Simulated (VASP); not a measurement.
# BN (sol) (P6_3mc) in VASP: a series of runs, part 3 of 3

VASP 6.6.1. Earlier steps stand in the parts before.

**5. Relaxation of the atoms, PBEsol (strained cell)**

File INCAR:

```
PREC     = Accurate       # precision mode
ENCUT    = 520            # plane-wave cutoff, eV
EDIFF    = 1E-6           # SCF threshold, eV
ISMEAR   = 0              # smearing method
SIGMA    = 0.02           # smearing width, eV
LREAL    = F              # projectors in reciprocal space
LASPH    = T              # aspherical terms in the spheres
NELM     = 60             # most SCF steps
ALGO     = Normal         # electronic algorithm
ISIF     = 2              # what is computed and relaxed
LWAVE    = F              # write WAVECAR
LCHARG   = F              # write CHGCAR
GGA      = PS             # functional
IBRION   = 2              # ionic algorithm
NSW      = 60             # ionic steps
EDIFFG   = -0.002         # ionic threshold
```

File KPOINTS:

```
regular mesh
0
Gamma
  9 9 6
```

File POSCAR:

```
BN
1.0
    2.5118406543      0.0000000000      0.0000000000
   -1.2559203271      2.1753178168      0.0000000000
    0.0000000000      0.0000000000      4.1606277790
B N
2 2
Direct
    0.3333333333      0.6666666667     -0.0003702329
    0.6666666667      0.3333333333      0.4996297671
    0.3333333333      0.6666666667      0.3743702329
    0.6666666667      0.3333333333      0.8743702329
```

Potentials or basis: VASP PAW PBE potentials, release 64 (B, N).

Command:

```sh
$ cat potpaw_PBE.64/B/POTCAR potpaw_PBE.64/N/POTCAR > POTCAR
$ mpirun -np 1 vasp_std > vasp.out
```

OUTCAR:

```text
PREC = Accurate
   ENCUT = 520
   EDIFF = 1E-6
   ISMEAR = 0
   LREAL = F
   LASPH = T
   NELM = 60
   ISIF = 2
   GGA = PS
   IBRION = 2
   NSW = 60
   EDIFFG = -0.002

 ion  position               nearest neighbor table
   1  0.333  0.667  1.000-   4 1.54   4 1.54   4 1.54   3 1.56
   2  0.667  0.333  0.500-   3 1.54   3 1.54   3 1.54   4 1.56
   3  0.333  0.667  0.374-   2 1.54   2 1.54   2 1.54   1 1.56
   4  0.667  0.333  0.874-   1 1.54   1 1.54   1 1.54   2 1.56

  LATTYP: Found a hexagonal cell.
 ALAT       =     2.5118406543
 C/A-ratio  =     1.6564059396

  Lattice vectors:

 A1 = (   2.5118406543,   0.0000000000,   0.0000000000)
 A2 = (  -1.2559203271,   2.1753178168,   0.0000000000)
 A3 = (   0.0000000000,   0.0000000000,   4.1606277790)

Analysis of symmetry for initial positions (statically):
=====================================================================
 Subroutine PRICEL returns:
 Original cell was already a primitive cell.

 Routine SETGRP: Setting up the symmetry group for a
 hexagonal supercell.

 Subroutine GETGRP returns: Found 12 space group operations
 (whereof  6 operations were pure point group operations)
 out of a pool of 24 trial point group operations.

The static configuration has the point symmetry C_3v.
 The point group associated with its full space group is C_6v.

Analysis of symmetry for dynamics (positions and initial velocities):
=====================================================================
 Subroutine PRICEL returns:
 Original cell was already a primitive cell.

 Routine SETGRP: Setting up the symmetry group for a
 hexagonal supercell.

 Subroutine GETGRP returns: Found 12 space group operations
 (whereof  6 operations were pure point group operations)
 out of a pool of 24 trial point group operations.

The dynamic configuration has the point symmetry C_3v.
 The point group associated with its full space group is C_6v.

 Subroutine INISYM returns: Found 12 space group operations
 (whereof  6 operations are pure point group operations),
 and found     1 'primitive' translations

----------------------------------------------------------------------------------------

                                     Primitive cell

  volume of cell :      22.7339

  direct lattice vectors                    reciprocal lattice vectors
     2.511840654  0.000000000  0.000000000     0.398114426  0.229851471  0.000000000
    -1.255920327  2.175317817  0.000000000     0.000000000  0.459702942  0.000000000
     0.000000000  0.000000000  4.160627779     0.000000000  0.000000000  0.240348345

  length of vectors
     2.511840654  2.511840654  4.160627779     0.459702942  0.459702942  0.240348345

  position of ions in fractional coordinates (direct lattice)
     0.333333333  0.666666667  0.999629767
     0.666666667  0.333333333  0.499629767
     0.333333333  0.666666667  0.374370233
     0.666666667  0.333333333  0.874370233

  ion indices of the primitive-cell ions
   primitive index   ion index
                 1           1
                 2           2
                 3           3
                 4           4

----------------------------------------------------------------------------------------

[... 57 lines left out ...]
   NGX,Y,Z   is equivalent  to a cutoff of  13.24, 13.24, 12.79 a.u.
   NGXF,Y,Z  is equivalent  to a cutoff of  26.47, 26.47, 25.57 a.u.
 SYSTEM =  unknown system
   PREC   = accura    normal or accurate (medium, high low for compatibility)
   ISTART =      0    job   : 0-new  1-cont  2-samecut
   ICHARG =      2    charge: 1-file 2-atom 10-const
   ISPIN  =      1    spin polarized calculation?
   LNONCOLLINEAR =      F non collinear calculations
   LSORBIT =      F    spin-orbit coupling
   LASPH  =      T    aspherical Exc in radial PAW
   ENCUT  =  520.0 eV  38.22 Ry    6.18 a.u.   4.67  4.67  7.74*2*pi/ulx,y,z
   NELM   =     60;   NELMIN=  2; NELMDL= -5     # of ELM steps
   EDIFF  = 0.1E-05   stopping-criterion for ELM
   LREAL  =      F    real-space projection
   EDIFFG = -.2E-02   stopping-criterion for IOM
   NSW    =     60    number of steps for IOM
   IBRION =      2    ionic relax: 0-MD 1-quasi-New 2-CG
   NFREE  =      1    steps in history (QN), initial steepest desc. (CG)
   ISIF   =      2    stress and relaxation
   ISYM   =      2    0-nonsym 1-usesym 2-fastsym
   POTIM  = 0.5000    time-step for ionic-motion
   TEBEG  =    0.0;   TEEND  =   0.0 temperature during run
   PSTRESS=    0.0 pullay stress
   NELECT =      16.0000    total number of electrons
   NUPDOWN=      -1.0000    fix difference up-down
   EMIN   =  10.00;   EMAX   =-10.00  energy-range for DOS
   EFERMI =   0.00;   METHOD = LEGACY
   ISMEAR =     0;   SIGMA  =   0.02  broadening in eV -4-tet -1-fermi 0-gaus
   EFERMI_NEDOS =   21; number of points for ismear=-14 and -15
   IALGO  =     38    algorithm
   IMIX   =      4    mixing-type and parameters
     AMIX     =   0.40;   BMIX     =  1.00
     AMIX_MAG =   1.60;   BMIX_MAG =  1.00
  volume/ion in A,a.u.               =       5.68        38.35
  Fermi-wavevector in a.u.,A,eV,Ry     =   1.456209  2.751835 28.851747  2.120544
  Thomas-Fermi vector in A             =   2.573154
   LORBIT       =      0    0 simple, 1 ext, 2 COOP (PROOUT), +10 PAW based schemes
   GGA     = PS    functional components
   LHFCALC =     F    Hartree Fock is set to
   AEXX    =    0.0000 exact exchange contribution
   IVDW    =     0    specifies the selected vdW correction
   LEPSILON=     F    determine dielectric tensor
   LRPA    =     F    only Hartree local field effects (RPA)
 conjugate gradient relaxation of ions
 non-spin polarized calculation
 Gauss-broadening in eV      SIGMA  =   0.02
  energy-cutoff  :      520.00
  volume of cell :       22.73
 maximum number of plane-waves:       628
 NGX is ok and might be reduce to    20
   NGX =  9   NGY =  9   NGZ = 15

--------------------------------------- Ionic step        1  -------------------------------------------

 number of electron      15.9999998 magnetization

 Free energy of the ion-electron system (eV)
  ---------------------------------------------------
  ext. energy  EPLUGINS =         0.00000000
  ---------------------------------------------------
  free energy    TOTEN  =       -36.58897066 eV

  energy without entropy =      -36.58897066  energy(sigma->0) =      -36.58897066

------------------------ aborting loop because EDIFF is reached ----------------------------------------

  FORCE on cell =-STRESS in cart. coord.  units (eV):
  Direction    XX          YY          ZZ          XY          YZ          ZX
  --------------------------------------------------------------------------------------
  -------------------------------------------------------------------------------------
  Total        2.1084472      2.1084472      1.9113326      0.0000000      0.0000000      0.0000000
  in kB      148.5934443    148.5934443    134.7017352      0.0000000      0.0000000      0.0000000
  external PRESSURE =     143.9628746 kB  Pullay stress =       0.0000000 kB
[... 63 lines left out ...]
--------------------------------------- Ionic step        3  -------------------------------------------

 number of electron      15.9999998 magnetization

 Free energy of the ion-electron system (eV)
  ---------------------------------------------------
  ext. energy  EPLUGINS =         0.00000000
  ---------------------------------------------------
  free energy    TOTEN  =       -36.58912721 eV

  energy without entropy =      -36.58912721  energy(sigma->0) =      -36.58912721

 E-fermi :   8.1879     XC(G=0): -13.1960

 val. band max:        8.0223876601   @ k =   0.0000   0.0000   0.0000
 cond. band min:      12.8841529068   @ k =   0.3333   0.3333   0.0000
 fundamental gap:      4.8617652468
 Fermi energy:         8.1879357306

 k-point     1 :       0.0000    0.0000    0.0000
  band No.  band energies     occupation
      1     -12.8735      2.00000
      2      -8.4991      2.00000
      3      -3.3816      2.00000
      4       5.8076      2.00000
      5       5.8076      2.00000
      6       7.7013      2.00000
      7       8.0224      2.00000
      8       8.0224      2.00000
      9      16.4877      0.00000
     10      16.4877      0.00000
     11      16.7398      0.00000
     12      17.9993      0.00000
[... 331 lines left out ...]
 k-point    24 :       0.3333    0.3333    0.1667
  band No.  band energies     occupation
      1      -7.2313      2.00000
      2      -7.2313      2.00000
      3      -1.5307      2.00000
      4      -0.0444      2.00000
      5      -0.0444      2.00000
      6       1.8506      2.00000
      7       3.1712      2.00000
      8       3.1712      2.00000
      9      13.6628      0.00000
     10      20.2395      0.00000
     11      20.2395      0.00000
     12      21.6887      0.00000

 [... further k-points ...]
[... 5 lines left out ...]
  --------------------------------------------------------------------------------------
  -------------------------------------------------------------------------------------
  Total        2.0959838      2.0959838      1.9250957      0.0000000      0.0000000     -0.0000000
  in kB      147.7150781    147.7150781    135.6716899      0.0000000      0.0000000     -0.0000000
  external PRESSURE =     143.7006153 kB  Pullay stress =       0.0000000 kB
[... 19 lines left out ...]
  FREE ENERGIE OF THE ION-ELECTRON SYSTEM (eV)
  ---------------------------------------------------
  free  energy   TOTEN  =       -36.5891272093 eV

  energy  without entropy=      -36.5891272093  energy(sigma->0) =      -36.58912721

 reached required accuracy - stopping structural energy minimisation
```

Run time: 9.3 s. Hardware: 1 thread of Intel Xeon 6975P-C (Granite Rapids), shared host; peak memory 0.13 GiB.

Results:

* Free energy: -36.5891 eV
* Energy gained by relaxing: 0.0 meV/atom
* Ionic steps: 3
* Pressure after relaxing: 14.4 GPa
* Band gap on the k mesh: 4.86 eV, indirect (least direct gap 8.37 eV)

The path:
```
step  energy change (eV)  largest force (eV/Å)  pressure (GPa)
   1              0.0000                0.0636           14.40
   2              0.0002                0.0959           14.33
   3             -0.0002                0.0012           14.37
```

Final structure:
```yaml
crystal:
  lattice:
    - [2.51184, 0.00000, 0.00000]
    - [-1.25592, 2.17532, 0.00000]
    - [0.00000, 0.00000, 4.16063]
  atoms:
    - { symbol: B, position: [0.33333, 0.66667, 0.99993] }
    - { symbol: B, position: [0.66667, 0.33333, 0.49993] }
    - { symbol: N, position: [0.33333, 0.66667, 0.37407] }
    - { symbol: N, position: [0.66667, 0.33333, 0.87407] }
```

Levels at points of the mesh, in eV from the valence-band top:
| k point | band 5 | band 6 | band 7 | band 8 | band 9 | band 10 | band 11 | band 12 |
| --- | --- | --- | --- | --- | --- | --- | --- | --- |
| (0.00, 0.00, 0.00) | -2.21 | -0.32 | 0.00 | 0.00 | 8.47 | 8.47 | 8.72 | 9.98 |
| (0.00, 0.00, 0.50) | -1.23 | -1.23 | -1.23 | -1.23 | 9.80 | 9.80 | 10.07 | 10.07 |

Caveat: the cell differs from its parent crystal (strained cell); the PAW data sets were made with another functional, which shifts forces and pressure a little. A k mesh can miss the band edges.

**6. Overview**

| task | cell | smearing | gap on the mesh (eV) | pressure (GPa) |
| --- | --- | --- | --- | --- |
| single point | a = 2.542, b = 2.542, c = 4.161 Å, angles 90.0, 90.0, 120.0°, 4 atoms | gaussian 0.02 eV | 4.98 | 4.4 |
| single point | a = 2.542, b = 2.542, c = 4.161 Å, angles 90.0, 90.0, 120.0°, 4 atoms | gaussian 0.01 eV | 4.98 | 4.4 |
| relaxation of the atoms | atoms relaxed from a = 2.512, b = 2.512, c = 4.161 Å, angles 90.0, 90.0, 120.0°, 4 atoms | gaussian 0.02 eV | 4.86 | 14.4 |

Alike in all rows: level PBEsol; potentials or basis VASP PAW PBE potentials, release 64 (B, N); no spin polarisation; k mesh 9 × 9 × 6; cutoff (eV) 520.

Caveats: the PAW data sets were made with another functional, which shifts forces and pressure a little.

Total energies depend on the potentials used, so only differences within one code and one set of settings carry meaning.
